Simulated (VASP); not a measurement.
# Pd (Fm-3m) in VASP: notebook

The runs below take Pd through electric field gradients, with PBE.

Program: VASP 6.6.1. These are calculated values, not measurements. Logs are shortened: lines on timing, memory, paths and dates and some standing lists are left out, and cuts for length are marked.

## 1. The cell of the first run

Symmetry: Fm-3m, No. 225, cubic system. The conventional cell has a = 3.864 Å, b = 3.864 Å, c = 3.864 Å, α = 90.00°, β = 90.00°, γ = 90.00°. Within 3.6 Å of Pd (site symmetry m-3m) lie 12 Pd at 2.73 Å.

## 2. Electric field gradients, PBE (volume scaled by 0.98)

INCAR reads:

```
SYSTEM = Pd
PREC     = Accurate       ! precision mode
ENCUT    = 520            ! plane-wave cutoff, eV
EDIFF    = 1E-8           ! SCF threshold, eV
ISMEAR   = -1             ! smearing method
SIGMA    = 0.05           ! smearing width, eV
LREAL    = .False.        ! projectors in reciprocal space
LASPH    = .True.         ! aspherical terms in the spheres
NELM     = 100            ! most SCF steps
ALGO     = Normal         ! electronic algorithm
ISIF     = 2              ! what is computed and relaxed
LWAVE    = .False.        ! write WAVECAR
LCHARG   = .False.        ! write CHGCAR
GGA      = PE             ! functional
LEFG     = .True.       
NBANDS   = 11             ! bands
```

KPOINTS reads:

```
Automatic mesh
0
Gamma
  18 18 18
  0 0 0
```

POSCAR reads:

```
Pd
1.0
    0.0000000000      1.9318465866      1.9318465866
    1.9318465866      0.0000000000      1.9318465866
    1.9318465866      1.9318465866      0.0000000000
Pd
1
Direct
    0.0000000000      0.0000000000      0.0000000000
```

Potentials or basis: VASP PAW PBE potentials, release 64 (Pd).

On the command line:

```sh
$ cat potpaw_PBE.64/Pd/POTCAR > POTCAR
$ mpirun -np 1 vasp_std > vasp.out
```

OUTCAR:

```text
SYSTEM = Pd
   PREC = Accurate
   ENCUT = 520
   EDIFF = 1E-8
   ISMEAR = -1
   LREAL = .False.
   LASPH = .True.
   NELM = 100
   ISIF = 2
   GGA = PE

 ion  position               nearest neighbor table
   1  0.000  0.000  0.000-

  LATTYP: Found a face centered cubic cell.
 ALAT       =     3.8636931732

  Lattice vectors:

 A1 = (   0.0000000000,   1.9318465866,   1.9318465866)
 A2 = (   1.9318465866,   0.0000000000,   1.9318465866)
 A3 = (   1.9318465866,   1.9318465866,   0.0000000000)

Analysis of symmetry for initial positions (statically):
=====================================================================
 Subroutine PRICEL returns:
 Original cell was already a primitive cell.

 Routine SETGRP: Setting up the symmetry group for a
 face centered cubic supercell.

 Subroutine GETGRP returns: Found 48 space group operations
 (whereof 48 operations were pure point group operations)
 out of a pool of 48 trial point group operations.

The static configuration has the point symmetry O_h .

Analysis of symmetry for dynamics (positions and initial velocities):
=====================================================================
 Subroutine PRICEL returns:
 Original cell was already a primitive cell.

 Routine SETGRP: Setting up the symmetry group for a
 face centered cubic supercell.

 Subroutine GETGRP returns: Found 48 space group operations
 (whereof 48 operations were pure point group operations)
 out of a pool of 48 trial point group operations.

The dynamic configuration has the point symmetry O_h .

 Subroutine INISYM returns: Found 48 space group operations
 (whereof 48 operations are pure point group operations),
 and found     1 'primitive' translations

----------------------------------------------------------------------------------------

                                     Primitive cell

  volume of cell :      14.4194

  direct lattice vectors                    reciprocal lattice vectors
     0.000000000  1.931846587  1.931846587    -0.258819724  0.258819724  0.258819724
     1.931846587  0.000000000  1.931846587     0.258819724 -0.258819724  0.258819724
     1.931846587  1.931846587  0.000000000     0.258819724  0.258819724 -0.258819724

  length of vectors
     2.732043643  2.732043643  2.732043643     0.448288912  0.448288912  0.448288912

  position of ions in fractional coordinates (direct lattice)
     0.000000000  0.000000000  0.000000000

  ion indices of the primitive-cell ions
   primitive index   ion index
                 1           1

----------------------------------------------------------------------------------------

 KPOINTS: Automatic mesh

Automatic generation of k-mesh.
 Grid dimensions read from file:
 generate k-points for:   18   18   18

 Generating k-lattice:

  Cartesian coordinates                     Fractional coordinates (reciprocal lattice)
    -0.014378874  0.014378874  0.014378874     0.055555556  0.000000000  0.000000000
     0.014378874 -0.014378874  0.014378874     0.000000000  0.055555556  0.000000000
     0.014378874  0.014378874 -0.014378874     0.000000000  0.000000000  0.055555556

  Length of vectors
     0.024904940  0.024904940  0.024904940

  Shift w.r.t. Gamma in fractional coordinates (k-lattice)
     0.000000000  0.000000000  0.000000000

 Subroutine IBZKPT returns following result:
 ===========================================

 Found    195 irreducible k-points:

 Following reciprocal coordinates:
            Coordinates               Weight
  0.000000  0.000000  0.000000      1.000000
  0.055556  0.000000  0.000000      8.000000
  0.111111  0.000000  0.000000      8.000000
  0.166667  0.000000  0.000000      8.000000
  0.222222  0.000000  0.000000      8.000000
  0.277778  0.000000  0.000000      8.000000
[... 16 lines left out ...]
 -0.277778  0.055556  0.000000     24.000000
 -0.222222  0.055556  0.000000     24.000000
 [... further k-points ...]
   k-points           NKPTS =    195   k-points in BZ     NKDIM =    195   number of bands    NBANDS=     11
   number of dos      NEDOS =    301   number of ions     NIONS =      1
   total plane-waves  NPLWV =   8000
   dimension x,y,z NGX =    20 NGY =   20 NGZ =   20
   dimension x,y,z NGXF=    40 NGYF=   40 NGZF=   40
   ions per type =               1
   NGX,Y,Z   is equivalent  to a cutoff of  12.17, 12.17, 12.17 a.u.
   NGXF,Y,Z  is equivalent  to a cutoff of  24.34, 24.34, 24.34 a.u.
 SYSTEM =  Pd
   PREC   = accura    normal or accurate (medium, high low for compatibility)
   ISTART =      0    job   : 0-new  1-cont  2-samecut
   ICHARG =      2    charge: 1-file 2-atom 10-const
   ISPIN  =      1    spin polarized calculation?
   LNONCOLLINEAR =      F non collinear calculations
   LSORBIT =      F    spin-orbit coupling
   LASPH  =      T    aspherical Exc in radial PAW
   ENCUT  =  520.0 eV  38.22 Ry    6.18 a.u.   5.08  5.08  5.08*2*pi/ulx,y,z
   NELM   =    100;   NELMIN=  2; NELMDL= -5     # of ELM steps
   EDIFF  = 0.1E-07   stopping-criterion for ELM
   LREAL  =      F    real-space projection
   EDIFFG = 0.1E-06   stopping-criterion for IOM
   NSW    =      0    number of steps for IOM
   IBRION =     -1    ionic relax: 0-MD 1-quasi-New 2-CG
   NFREE  =      0    steps in history (QN), initial steepest desc. (CG)
   ISIF   =      2    stress and relaxation
   ISYM   =      2    0-nonsym 1-usesym 2-fastsym
   POTIM  = 0.5000    time-step for ionic-motion
   TEBEG  =    0.0;   TEEND  =   0.0 temperature during run
   PSTRESS=    0.0 pullay stress
   NELECT =      10.0000    total number of electrons
   NUPDOWN=      -1.0000    fix difference up-down
   EMIN   =  10.00;   EMAX   =-10.00  energy-range for DOS
   EFERMI =   0.00;   METHOD = LEGACY
   ISMEAR =    -1;   SIGMA  =   0.05  broadening in eV -4-tet -1-fermi 0-gaus
   EFERMI_NEDOS =   21; number of points for ismear=-14 and -15
   IALGO  =     38    algorithm
   IMIX   =      4    mixing-type and parameters
     AMIX     =   0.40;   BMIX     =  1.00
     AMIX_MAG =   1.60;   BMIX_MAG =  1.00
  volume/ion in A,a.u.               =      14.42        97.31
  Fermi-wavevector in a.u.,A,eV,Ry     =   1.449079  2.738363 28.569939  2.099831
  Thomas-Fermi vector in A             =   2.566847
   LORBIT       =      0    0 simple, 1 ext, 2 COOP (PROOUT), +10 PAW based schemes
   GGA     = PE    functional components
   LHFCALC =     F    Hartree Fock is set to
   AEXX    =    0.0000 exact exchange contribution
   IVDW    =     0    specifies the selected vdW correction
   LEPSILON=     F    determine dielectric tensor
   LRPA    =     F    only Hartree local field effects (RPA)
 non-spin polarized calculation
  energy-cutoff  :      520.00
  volume of cell :       14.42
 maximum number of plane-waves:       397
   NGX = 11   NGY = 11   NGZ = 11

 number of electron      10.0000003 magnetization

 Free energy of the ion-electron system (eV)
  ---------------------------------------------------
  ext. energy  EPLUGINS =         0.00000000
  ---------------------------------------------------
  free energy    TOTEN  =        -5.19929958 eV

  energy without entropy =       -5.18174790  energy(sigma->0) =       -5.19052374

 E-fermi :  10.1737     XC(G=0): -13.3273

 val. band max:       10.1710377798   @ k =  -0.4444   0.3889   0.1111
 cond. band min:      10.1756789447   @ k =   0.5000   0.4444   0.0000
 fundamental gap:      0.0046411648
 Fermi energy:        10.1737274047

 k-point     1 :       0.0000    0.0000    0.0000
  band No.  band energies     occupation
      1       2.8544      2.00000
      2       7.2268      2.00000
      3       7.2268      2.00000
      4       7.2268      2.00000
      5       8.8981      2.00000
      6       8.8981      2.00000
      7      27.3724      0.00000
      8      32.2803      0.00000
      9      32.2803      0.00000
     10      32.2803      0.00000
     11      36.3106      0.00000

 k-point     2 :       0.0556    0.0000    0.0000
  band No.  band energies     occupation
      1       2.9692      2.00000
      2       7.1847      2.00000
      3       7.2674      2.00000
      4       7.2674      2.00000
      5       8.8781      2.00000
      6       8.8781      2.00000
      7      27.5008      0.00000
      8      31.5185      0.00000
      9      32.4173      0.00000
     10      32.4173      0.00000
     11      36.3459      0.00000

 k-point     3 :       0.1111    0.0000    0.0000
  band No.  band energies     occupation
      1       3.3004      2.00000
      2       7.0801      2.00000
      3       7.3734      2.00000
      4       7.3734      2.00000
      5       8.8361      2.00000
      6       8.8361      2.00000
      7      27.7985      0.00000
      8      29.9722      0.00000
      9      32.8076      0.00000
     10      32.8076      0.00000
     11      36.3670      0.00000

 k-point     4 :       0.1667    0.0000    0.0000
  band No.  band energies     occupation
      1       3.7988      2.00000
      2       6.9829      2.00000
      3       7.4920      2.00000
      4       7.4920      2.00000
      5       8.8295      2.00000
      6       8.8295      2.00000
      7      27.5844      0.00000
      8      28.7319      0.00000
      9      33.3814      0.00000
     10      33.3814      0.00000
     11      36.4329      0.00000
[... 239 lines left out ...]
 k-point    22 :      -0.3333    0.0556    0.0000
  band No.  band energies     occupation
      1       4.8930      2.00000
      2       7.3123      2.00000
      3       7.3977      2.00000
      4       8.3997      2.00000
      5       9.4410      2.00000
      6      10.1940      0.80033
      7      21.2113      0.00000
      8      27.5522      0.00000
      9      31.5611      0.00000
     10      33.6526      0.00000
     11      36.3185      0.00000

 k-point    23 :      -0.2778    0.0556    0.0000
  band No.  band energies     occupation
      1       4.8615      2.00000
      2       7.3792      2.00000
      3       7.5143      2.00000
      4       7.6118      2.00000
      5       9.0710      2.00000
      6       9.6999      1.99985
      7      23.2531      0.00000
      8      28.0784      0.00000
      9      32.2150      0.00000
     10      35.1615      0.00000
     11      35.5184      0.00000

 k-point    24 :      -0.2222    0.0556    0.0000
  band No.  band energies     occupation
      1       4.5883      2.00000
      2       6.9988      2.00000
      3       7.5618      2.00000
      4       7.5970      2.00000
      5       8.7715      2.00000
      6       9.3187      2.00000
      7      25.2941      0.00000
      8      28.4962      0.00000
      9      32.6581      0.00000
     10      34.9759      0.00000
     11      35.4072      0.00000

 [... further k-points ...]

------------------------ aborting loop because EDIFF is reached ----------------------------------------

  FORCE on cell =-STRESS in cart. coord.  units (eV):
  Direction    XX          YY          ZZ          XY          YZ          ZX
  --------------------------------------------------------------------------------------
  -------------------------------------------------------------------------------------
  Total        1.0505817      1.0505817      1.0505817      0.0000000      0.0000000      0.0000000
  in kB      116.7326994    116.7326994    116.7326994      0.0000000      0.0000000      0.0000000
  external PRESSURE =     116.7326994 kB  Pullay stress =       0.0000000 kB

 VOLUME and BASIS-vectors are now :
 -----------------------------------------------------------------------------
  energy-cutoff  :      520.00
  volume of cell :       14.42
      direct lattice vectors                 reciprocal lattice vectors
     0.000000000  1.931846587  1.931846587    -0.258819724  0.258819724  0.258819724
     1.931846587  0.000000000  1.931846587     0.258819724 -0.258819724  0.258819724
     1.931846587  1.931846587  0.000000000     0.258819724  0.258819724 -0.258819724

 POSITION                                       TOTAL-FORCE (eV/Angst)
 -----------------------------------------------------------------------------------
      0.00000      0.00000      0.00000         0.000000     -0.000000     -0.000000
 -----------------------------------------------------------------------------------
    total drift:                               -0.000000     -0.000000     -0.000000

  FREE ENERGIE OF THE ION-ELECTRON SYSTEM (eV)
  ---------------------------------------------------
  free  energy   TOTEN  =        -5.1992995758 eV

  energy  without entropy=       -5.1817479001  energy(sigma->0) =       -5.19052374

 Electric field gradients (V/A^2)
---------------------------------------------------------------------
 ion       V_xx      V_yy      V_zz      V_xy      V_xz      V_yz
---------------------------------------------------------------------
   1       0.000     0.000     0.000     0.000     0.000     0.000
---------------------------------------------------------------------

 Electric field gradients after diagonalization (V/A^2)
 (convention: |V_zz| > |V_xx| > |V_yy|)
----------------------------------------------------------------------
 ion       V_xx      V_yy      V_zz     asymmetry (V_yy - V_xx)/ V_zz
----------------------------------------------------------------------
   1      -0.000    -0.000     0.000       0.000
----------------------------------------------------------------------

           NMR quadrupolar parameters

 Cq : quadrupolar parameter    Cq=e*Q*V_zz/h
 eta: asymmetry parameters     (V_yy - V_xx)/ V_zz
 Q  : nuclear electric quadrupole moment in mb (millibarn)
----------------------------------------------------------------------
 ion       Cq(MHz)       eta       Q (mb)
----------------------------------------------------------------------
   1       0.000       0.000       1.000
----------------------------------------------------------------------
```

Run time: 58 s. Hardware: 1 thread of AMD EPYC 7R13, shared host; peak memory 0.12 GiB.

What came out:

| Item | Value |
| --- | --- |
| Free energy | -5.1993 eV |
| Pressure | 11.7 GPa |
| Band gap on the k mesh | zero (band 5 reaches 10.48 eV, above the bottom of band 6 at 8.83 eV) |

Caveat: without QUAD_EFG the Cq values of the log hold for a quadrupole moment of 1 mb, not for the nuclei.

[end of part 1 of 4]
